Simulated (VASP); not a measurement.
# Os3Pb2Se2 (R-3m) in VASP: single point with LDA

Aim: the single point of Os3Pb2Se2 with LDA.

Everything below comes from runs of VASP 6.6.1. Logs are shortened: lines on timing, memory, paths and dates and some standing lists are left out, and cuts for length are marked.

**1. The cell of the first run**

The structure is trigonal, space group R-3m (No. 166). Conventional cell: a = 5.494 Å, b = 5.494 Å, c = 13.667 Å, α = 90.00°, β = 90.00°, γ = 120.00°. Within 3.2 Å of Os (site symmetry 2/m) lie 2 Se at 2.39 Å and 4 Os at 2.75 Å and 4 Pb at 2.75 to 2.78 Å. Se (site symmetry 3m) has 3 Os at 2.39 Å and 4 Pb at 2.77 to 3.21 Å and 3 Se at 3.32 Å within 3.4 Å. Within 3.7 Å of Pb (site symmetry -3m) lie 6 Os at 2.75 Å and 8 Se at 2.77 to 3.64 Å. Pb (site symmetry -3m) has 6 Os at 2.78 Å and 6 Se at 3.21 Å within 3.7 Å.

**2. Single point, LDA**

File INCAR:

```
PREC = Accurate ; ENCUT = 520
EDIFF = 1E-6 ; ISMEAR = 0
SIGMA = 0.128 ; LREAL = F
LASPH = T ; NELM = 60
ALGO = Normal ; ISIF = 2
LWAVE = F ; LCHARG = F
NBANDS = 41
```

File KPOINTS:

```
Automatic mesh
0
Gamma
  6 6 6
```

File POSCAR:

```
Os3Pb2Se2
1.0
    2.7469471890      4.7578520970     -0.0000001611
   -2.7469471890      4.7578520970     -0.0000001611
    0.0000000000     -3.1719012438      4.5556733003
Os Se Pb
3 2 2
Direct
    0.0000000000      0.0000000000      0.5000000000
    0.5000000000      0.0000000000      0.5000000000
    0.0000000000      0.5000000000      0.5000000000
    0.2974086534      0.2974086534      0.8922259601
    0.7025913466      0.7025913466      0.1077740399
    0.5000000000      0.5000000000      0.5000000000
    0.0000000000      0.0000000000      0.0000000000
```

Potentials or basis: VASP PAW LDA potentials, release 64 (Os, Se, Pb_d).

Started as:

```sh
cat potpaw_LDA.64/Os/POTCAR potpaw_LDA.64/Se/POTCAR potpaw_LDA.64/Pb_d/POTCAR > POTCAR
mpirun -np 1 vasp_std > vasp.out
```

OUTCAR:

```text
PREC = Accurate
   ENCUT = 520
   EDIFF = 1E-6
   ISMEAR = 0
   LREAL = F
   LASPH = T
   NELM = 60
   ISIF = 2

 ion  position               nearest neighbor table
   1  0.000  0.000  0.500-   4 2.39   5 2.39   2 2.75   3 2.75   3 2.75   2 2.75   6 2.75   6 2.75
                             7 2.78   7 2.78
   2  0.500  0.000  0.500-   4 2.39   5 2.39   1 2.75   6 2.75   6 2.75   1 2.75   3 2.75   3 2.75
                             7 2.78   7 2.78
   3  0.000  0.500  0.500-   4 2.39   5 2.39   1 2.75   6 2.75   1 2.75   6 2.75   2 2.75   2 2.75
                             7 2.78   7 2.78
   4  0.297  0.297  0.892-   2 2.39   3 2.39   1 2.39   6 2.77   7 3.21   7 3.21   7 3.21
   5  0.703  0.703  0.108-   2 2.39   3 2.39   1 2.39   6 2.77   7 3.21   7 3.21   7 3.21
   6  0.500  0.500  0.500-   2 2.75   3 2.75   2 2.75   3 2.75   1 2.75   1 2.75   5 2.77   4 2.77
                             7 3.91   7 3.91   7 3.91   7 3.91   7 3.91   7 3.91
   7  0.000  0.000  0.000-   2 2.78   3 2.78   3 2.78   2 2.78   1 2.78   1 2.78   4 3.21   5 3.21
                             4 3.21   5 3.21   5 3.21   4 3.21   6 3.91   6 3.91   6 3.91   6 3.91

  LATTYP: Found a trigonal (rhomboedric) cell.
 ALAT       =     5.5511365250
 COS(alpha) =     0.5102586222

  Lattice vectors:

 A1 = (  -2.7469471890,   1.5859508532,   4.5556731392)
 A2 = (   0.0000000000,  -3.1719012438,   4.5556733003)
 A3 = (   2.7469471890,   1.5859508532,   4.5556731392)

Analysis of symmetry for initial positions (statically):
=====================================================================
 Subroutine PRICEL returns:
 Original cell was already a primitive cell.

 Routine SETGRP: Setting up the symmetry group for a
 trigonal (rhombohedral) supercell.

 Subroutine GETGRP returns: Found 12 space group operations
 (whereof 12 operations were pure point group operations)
 out of a pool of 12 trial point group operations.

The static configuration has the point symmetry D_3d.

Analysis of symmetry for dynamics (positions and initial velocities):
=====================================================================
 Subroutine PRICEL returns:
 Original cell was already a primitive cell.

 Routine SETGRP: Setting up the symmetry group for a
 trigonal (rhombohedral) supercell.

 Subroutine GETGRP returns: Found 12 space group operations
 (whereof 12 operations were pure point group operations)
 out of a pool of 12 trial point group operations.

The dynamic configuration has the point symmetry D_3d.

 Subroutine INISYM returns: Found 12 space group operations
 (whereof 12 operations are pure point group operations),
 and found     1 'primitive' translations

----------------------------------------------------------------------------------------

                                     Primitive cell

  volume of cell :     119.0814

  direct lattice vectors                    reciprocal lattice vectors
     2.746947189  4.757852097 -0.000000161     0.182020245  0.105089440  0.073168839
    -2.746947189  4.757852097 -0.000000161    -0.182020245  0.105089440  0.073168839
     0.000000000 -3.171901244  4.555673300     0.000000000  0.000000007  0.219506527

  length of vectors
     5.493894378  5.493894378  5.551136525     0.222550756  0.222550756  0.219506527

  position of ions in fractional coordinates (direct lattice)
     1.000000000  1.000000000  0.500000000
     0.500000000  0.000000000  0.500000000
     0.000000000  0.500000000  0.500000000
     0.297408653  0.297408653  0.892225960
     0.702591347  0.702591347  0.107774040
     0.500000000  0.500000000  0.500000000
     0.000000000  0.000000000  0.000000000

  ion indices of the primitive-cell ions
   primitive index   ion index
                 1           1
                 2           2
                 3           3
                 4           4
                 5           5
                 6           6
                 7           7

----------------------------------------------------------------------------------------

 KPOINTS: Automatic mesh

Automatic generation of k-mesh.
 Grid dimensions read from file:
 generate k-points for:    6    6    6

 Generating k-lattice:

  Cartesian coordinates                     Fractional coordinates (reciprocal lattice)
     0.030336707  0.017514907  0.012194806     0.166666667 -0.000000000  0.000000000
    -0.030336707  0.017514907  0.012194806    -0.000000000  0.166666667  0.000000000
     0.000000000  0.000000001  0.036584421    -0.000000000 -0.000000000  0.166666667

  Length of vectors
     0.037091793  0.037091793  0.036584421

  Shift w.r.t. Gamma in fractional coordinates (k-lattice)
     0.000000000  0.000000000  0.000000000

 Subroutine IBZKPT returns following result:
 ===========================================

 Found     32 irreducible k-points:

 Following reciprocal coordinates:
            Coordinates               Weight
  0.000000  0.000000  0.000000      1.000000
  0.166667 -0.000000 -0.000000      6.000000
  0.333333  0.000000 -0.000000      6.000000
  0.500000 -0.000000  0.000000      3.000000
  0.166667  0.166667 -0.000000      6.000000
  0.333333  0.166667  0.000000     12.000000
[... 16 lines left out ...]
  0.333333  0.333333  0.166667      6.000000
  0.500000  0.333333  0.166667     12.000000
 [... further k-points ...]
   k-points           NKPTS =     32   k-points in BZ     NKDIM =     32   number of bands    NBANDS=     41
   number of dos      NEDOS =    301   number of ions     NIONS =      7
   total plane-waves  NPLWV =  74088
   dimension x,y,z NGX =    42 NGY =   42 NGZ =   42
   dimension x,y,z NGXF=    84 NGYF=   84 NGZF=   84
   ions per type =               3   2   2
   NGX,Y,Z   is equivalent  to a cutoff of  12.71, 12.71, 12.58 a.u.
   NGXF,Y,Z  is equivalent  to a cutoff of  25.42, 25.42, 25.16 a.u.
 SYSTEM =  unknown system
   PREC   = accura    normal or accurate (medium, high low for compatibility)
   ISTART =      0    job   : 0-new  1-cont  2-samecut
   ICHARG =      2    charge: 1-file 2-atom 10-const
   ISPIN  =      1    spin polarized calculation?
   LNONCOLLINEAR =      F non collinear calculations
   LSORBIT =      F    spin-orbit coupling
   LASPH  =      T    aspherical Exc in radial PAW
   ENCUT  =  520.0 eV  38.22 Ry    6.18 a.u.  10.22 10.22 10.32*2*pi/ulx,y,z
   NELM   =     60;   NELMIN=  2; NELMDL= -5     # of ELM steps
   EDIFF  = 0.1E-05   stopping-criterion for ELM
   LREAL  =      F    real-space projection
   EDIFFG = 0.1E-04   stopping-criterion for IOM
   NSW    =      0    number of steps for IOM
   IBRION =     -1    ionic relax: 0-MD 1-quasi-New 2-CG
   NFREE  =      0    steps in history (QN), initial steepest desc. (CG)
   ISIF   =      2    stress and relaxation
   ISYM   =      2    0-nonsym 1-usesym 2-fastsym
   POTIM  = 0.5000    time-step for ionic-motion
   TEBEG  =    0.0;   TEEND  =   0.0 temperature during run
   PSTRESS=    0.0 pullay stress
   NELECT =      64.0000    total number of electrons
   NUPDOWN=      -1.0000    fix difference up-down
   EMIN   =  10.00;   EMAX   =-10.00  energy-range for DOS
   EFERMI =   0.00;   METHOD = LEGACY
   ISMEAR =     0;   SIGMA  =   0.13  broadening in eV -4-tet -1-fermi 0-gaus
   EFERMI_NEDOS =   21; number of points for ismear=-14 and -15
   IALGO  =     38    algorithm
   IMIX   =      4    mixing-type and parameters
     AMIX     =   0.40;   BMIX     =  1.00
     AMIX_MAG =   1.60;   BMIX_MAG =  1.00
  volume/ion in A,a.u.               =      17.01       114.80
  Fermi-wavevector in a.u.,A,eV,Ry     =   1.331027  2.515276 24.104531  1.771633
  Thomas-Fermi vector in A             =   2.460069
   LORBIT       =      0    0 simple, 1 ext, 2 COOP (PROOUT), +10 PAW based schemes
   GGA     = CA    functional components
   LHFCALC =     F    Hartree Fock is set to
   AEXX    =    0.0000 exact exchange contribution
   IVDW    =     0    specifies the selected vdW correction
   LEPSILON=     F    determine dielectric tensor
   LRPA    =     F    only Hartree local field effects (RPA)
 non-spin polarized calculation
 Gauss-broadening in eV      SIGMA  =   0.13
  energy-cutoff  :      520.00
  volume of cell :      119.08
 maximum number of plane-waves:      3223
 NGX is ok and might be reduce to    42
   NGX = 21   NGY = 21   NGZ = 21

 number of electron      64.0000001 magnetization

 Free energy of the ion-electron system (eV)
  ---------------------------------------------------
  ext. energy  EPLUGINS =         0.00000000
  ---------------------------------------------------
  free energy    TOTEN  =       -50.92122763 eV

  energy without entropy =      -50.85825119  energy(sigma->0) =      -50.88973941

 E-fermi :   9.5721     XC(G=0): -12.6130

 val. band max:        9.5705532679   @ k =   0.5000   0.1667   0.0000
 cond. band min:       9.5749331183   @ k =  -0.3333   0.3333   0.0000
 fundamental gap:      0.0043798504
 Fermi energy:         9.5721344748

 k-point     1 :       0.0000    0.0000    0.0000
  band No.  band energies     occupation
      1      -7.9689      2.00000
      2      -7.7662      2.00000
      3      -7.7662      2.00000
      4      -7.6931      2.00000
      5      -7.6931      2.00000
      6      -7.5874      2.00000
[... 33 lines left out ...]
     40      12.6819      0.00000
     41      13.9111      0.00000

 k-point     2 :       0.1667   -0.0000   -0.0000
  band No.  band energies     occupation
      1      -7.9509      2.00000
      2      -7.7505      2.00000
      3      -7.7387      2.00000
      4      -7.6839      2.00000
      5      -7.6838      2.00000
      6      -7.5789      2.00000
[... 33 lines left out ...]
     40      12.9576      0.00000
     41      14.1357      0.00000

 k-point     3 :       0.3333    0.0000   -0.0000
  band No.  band energies     occupation
      1      -7.9162      2.00000
      2      -7.7195      2.00000
      3      -7.6790      2.00000
      4      -7.6639      2.00000
      5      -7.6582      2.00000
      6      -7.5763      2.00000
[... 875 lines left out ...]
      2      -7.7084      2.00000
      3      -7.6839      2.00000
      4      -7.6593      2.00000
      5      -7.6522      2.00000
      6      -7.5583      2.00000
[... 33 lines left out ...]
     40      14.3611      0.00000
     41      14.8375      0.00000

 k-point    24 :       0.5000    0.3333    0.1667
  band No.  band energies     occupation
      1      -7.9111      2.00000
      2      -7.6936      2.00000
      3      -7.6662      2.00000
      4      -7.6544      2.00000
      5      -7.6523      2.00000
      6      -7.5598      2.00000
[... 33 lines left out ...]
     40      14.1722      0.00000
     41      14.5709      0.00000

 [... further k-points ...]
[... 5 lines left out ...]
  --------------------------------------------------------------------------------------
  -------------------------------------------------------------------------------------
  Total       15.8643344     15.8643344     15.7623391      0.0000000     -0.0000000     -0.0000000
  in kB      213.4463017    213.4463017    212.0740078      0.0000000     -0.0000000     -0.0000000
  external PRESSURE =     212.9888704 kB  Pullay stress =       0.0000000 kB

 VOLUME and BASIS-vectors are now :
 -----------------------------------------------------------------------------
  energy-cutoff  :      520.00
  volume of cell :      119.08
      direct lattice vectors                 reciprocal lattice vectors
     2.746947189  4.757852097 -0.000000161     0.182020245  0.105089440  0.073168839
    -2.746947189  4.757852097 -0.000000161    -0.182020245  0.105089440  0.073168839
     0.000000000 -3.171901244  4.555673300     0.000000000  0.000000007  0.219506527

 POSITION                                       TOTAL-FORCE (eV/Angst)
 -----------------------------------------------------------------------------------
      0.00000     -1.58595      2.27784         0.000000      0.000000      0.000000
      1.37347      0.79298      2.27784         0.000000      0.000000     -0.000000
     -1.37347      0.79298      2.27784         0.000000      0.000000      0.000000
      0.00000      0.00000      4.06469         0.000000      0.000000      0.170541
      0.00000      6.34380      0.49098         0.000000     -0.000000     -0.170541
      0.00000      3.17190      2.27784        -0.000000      0.000000      0.000000
      0.00000      0.00000      0.00000         0.000000      0.000000      0.000000
 -----------------------------------------------------------------------------------
    total drift:                                0.000000      0.000000     -0.000000

  FREE ENERGIE OF THE ION-ELECTRON SYSTEM (eV)
  ---------------------------------------------------
  free  energy   TOTEN  =       -50.9212276259 eV

  energy  without entropy=      -50.8582511912  energy(sigma->0) =      -50.88973941
```

Wall time 4.1 min (1 thread of Intel Xeon 8259CL, shared host); peak memory 0.31 GiB.

Results:

| Quantity | Value |
| --- | --- |
| Free energy | -50.9212 eV |
| Pressure | 21.3 GPa |
| Largest force | 0.171 eV/Å |
| Band gap on the k mesh | zero (bands 32 and 33 overlap by 0.45 eV) |

Forces in eV/Å, atoms in the order of the input:
```
Os   0.000  0.000  0.000
Os   0.000  0.000  0.000
Os   0.000  0.000  0.000
Se   0.000  0.000  0.171
Se   0.000  0.000 -0.171
Pb   0.000  0.000  0.000
Pb   0.000  0.000  0.000
```

Levels at points of the mesh, in eV from the Fermi level:
| k point | band 30 | band 31 | band 32 | band 33 | band 34 | band 35 |
| --- | --- | --- | --- | --- | --- | --- |
| (0.00, 0.00, 0.00) | -0.51 | -0.17 | -0.08 | -0.08 | 1.13 | 1.42 |
| (0.50, 0.00, 0.00) | -0.61 | -0.59 | -0.14 | 0.15 | 0.38 | 0.77 |
| (0.50, 0.50, 0.00) | -0.77 | -0.65 | -0.46 | -0.24 | 1.17 | 1.30 |
| (0.00, 0.00, 0.50) | -0.26 | -0.26 | -0.26 | -0.26 | 2.14 | 2.46 |

Caveat: the cell stands under pressure; spin-orbit coupling is left out, which moves the levels of the heavy elements.
